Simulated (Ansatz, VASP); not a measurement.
**One calculation of Cd3Cl3O, two programs**

```
CELL_PARAMETERS angstrom
5.47450 0.04428 0.04206
0.04261 5.48660 -0.04369
0.04092 -0.04402 5.49385
ATOMIC_POSITIONS crystal
Cd 0.50806 0.49129 0.92992
Cd 0.06790 0.49237 0.49191
Cd 0.50804 0.93042 0.49119
Cl 0.48215 0.01444 0.01485
Cl 0.98573 0.51896 0.01525
Cl 0.98567 0.01522 0.51944
O 0.46245 0.53732 0.53745
```

Change from the starting cell: cell x1, atoms moved at random (sigma 0.05 Å) and cell strained at random (1.5 %), then relaxed without symmetry.

Alike in both runs: functional PBE; k mesh 4 × 4 × 4; occupations gaussian, width 0.2 eV; no spin polarisation.

Ansatz relaxed the structure, and its values are those at the end. VASP's run is a single point on that final structure, the one shown.

|  | VASP | Ansatz |
| --- | --- | --- |
| version | VASP 6.6.1 | Ansatz 0.2.0 |
| potentials or method | VASP PAW PBE potentials, release 64 (Cd, Cl, O), cutoff 520 eV | scalar-relativistic, plane waves, PAW |
| valence electrons in the cell | 63 | 87 |

Ansatz gave:

- gap on the k mesh at the Fermi level (eV): none
- pressure (GPa): 0.2
- rms of the force components (eV/Å): 0.007

Q: Which values does VASP return?

A: gap on the k mesh at the Fermi level (eV): none; pressure (GPa): 0.5; rms of the force components (eV/Å): 0.049.

A gap of «none» marks a metal or a gap that the smearing closes. With one functional, cell and mesh, what is left measures potentials, basis and numerics. VASP's potentials hold 63 valence electrons a cell and Ansatz's 87, so a difference there can come from the potentials and not from the codes.
